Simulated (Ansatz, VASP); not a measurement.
**Two plane-wave programs on RuSe**

The input POSCAR:

```
RuSe
1.0
    0.0000000000      2.7683807154      2.7683807154
    2.7683807154      0.0000000000      2.7683807154
    2.7683807154      2.7683807154      0.0000000000
Ru Se
1 1
Direct
    0.0000000000      0.0000000000      0.0000000000
    0.2500000000      0.2500000000      0.2500000000
```

Contents of INCAR.step1:

```
SYSTEM = RuSe
  ALGO = Normal
  EDIFF = 1E-4
  ENCUT = 520
  GGA = PE
  ISMEAR = 0
  LASPH = .True.
  LCHARG = .False.
  LREAL = .False.
  LWAVE = .True.
  NBANDS = 17
  NELM = 60
  PREC = Accurate
  SIGMA = 0.05
```

File INCAR.step2:

```
SYSTEM = RuSe
  ALGO = Normal
  EDIFF = 1E-6
  ENCUT = 520
  ISIF = 2
  ISMEAR = 0
  ISTART = 1
  LASPH = .True.
  LCHARG = .False.
  LMIXTAU = .True.
  LREAL = .False.
  LWAVE = .False.
  METAGGA = R2SCAN
  NBANDS = 17
  NELM = 60
  PREC = Accurate
  SIGMA = 0.05
```

Contents of KPOINTS:

```
k-points
0
Gamma
  10 10 10
  0 0 0
```

Input for Ansatz:

```yaml
crystal:
  lattice:
    - [0.0, 2.7683807154, 2.7683807154]
    - [2.7683807154, 0.0, 2.7683807154]
    - [2.7683807154, 2.7683807154, 0.0]
  atoms:
    - { symbol: Ru, position: [0.0, 0.0, 0.0] }
    - { symbol: Se, position: [0.25, 0.25, 0.25] }
basis:
  ecutwfc: 500
  ecutrho_ratio: 4
kpoints:
  mp_grid: { grid: [10, 10, 10] }
hamiltonian:
  xc: r2scan
scf:
  occupations: { method: gaussian, width: 0.05 }
output:
  forces: true
  stress: true
  eigenvalues: true
  write_density: true
  write_potential: true
  elf: true
  volumetric_format: npy
```

Alike in both runs: task single point; functional r2SCAN; k mesh 10 × 10 × 10; occupations gaussian, width 0.05 eV; no spin polarisation.

|  | VASP | Ansatz |
| --- | --- | --- |
| version | VASP 6.6.1 | Ansatz 0.2.0 |
| potentials or method | VASP PAW PBE potentials, release 64 (Ru_pv, Se), cutoff 520 eV | scalar-relativistic, plane waves, PAW |
| valence electrons in the cell | 20 | 32 |

```csv
,VASP,Ansatz,Ansatz less VASP
gap on the k mesh at the Fermi level (eV),none,none,-
pressure (GPa),-4.5,-4.6,-0.05
```

VASP's potentials were made for PBE, not for r2SCAN. A gap of «none» marks a metal or a gap that the smearing closes. VASP's potentials hold 20 valence electrons a cell and Ansatz's 32, so a difference there can come from the potentials and not from the codes.
